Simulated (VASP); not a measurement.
A run of VASP 6.6.1 is set up as follows.

INCAR

```
SYSTEM = TiO2
PREC     = Accurate       ! precision mode
ENCUT    = 520            ! plane-wave cutoff, eV
EDIFF    = 1E-6           ! SCF threshold, eV
ISMEAR   = 0              ! smearing method
SIGMA    = 0.05           ! smearing width, eV
LREAL    = .FALSE.        ! projectors in reciprocal space
LASPH    = .TRUE.         ! aspherical terms in the spheres
NELM     = 100            ! most SCF steps
ALGO     = Normal         ! electronic algorithm
ISIF     = 2              ! what is computed and relaxed
LWAVE    = .FALSE.        ! write WAVECAR
LCHARG   = .FALSE.        ! write CHGCAR
GGA      = PE             ! functional
NBANDS   = 33             ! bands
```

Contents of KPOINTS:

```
Automatic mesh
0
G
  6 6 8
  0 0 0
```

POSCAR

```
TiO2
1.0
    4.6479811150     -0.0000161970      0.0000569806
   -0.0000360563      4.6513474861     -0.0000304522
   -0.0000878649      0.0000718783      2.9744472796
Ti O
2 4
Direct
    0.0000646651     -0.0000041209     -0.0260199857
    0.5000821382      0.4999503781      0.4740250370
    0.3041253805      0.3044503654      0.0130092554
    0.1958010528      0.8044604480      0.5129752379
    0.6958032108      0.6955656371      0.0129882810
    0.8041235527      0.1955772924      0.5130221743
```

Potentials or basis: VASP PAW PBE potentials, release 64 (Ti_sv, O).

Run with:

```bash
$ cat potpaw_PBE.64/Ti_sv/POTCAR potpaw_PBE.64/O/POTCAR > POTCAR
$ mpirun -np 1 vasp_std > vasp.out
```

(1) Estimate the largest force.

(2) What does it give for the band gap on the k mesh?

Answers

(1) 0.045 eV/Å.

(2) 2.01 eV, indirect (least direct gap 2.16 eV).

Caveat: the cell differs from its parent crystal (all atoms moved at random, sigma 0.1 Å a component, cell strained at random, sigma 0.03, then relaxed in part).
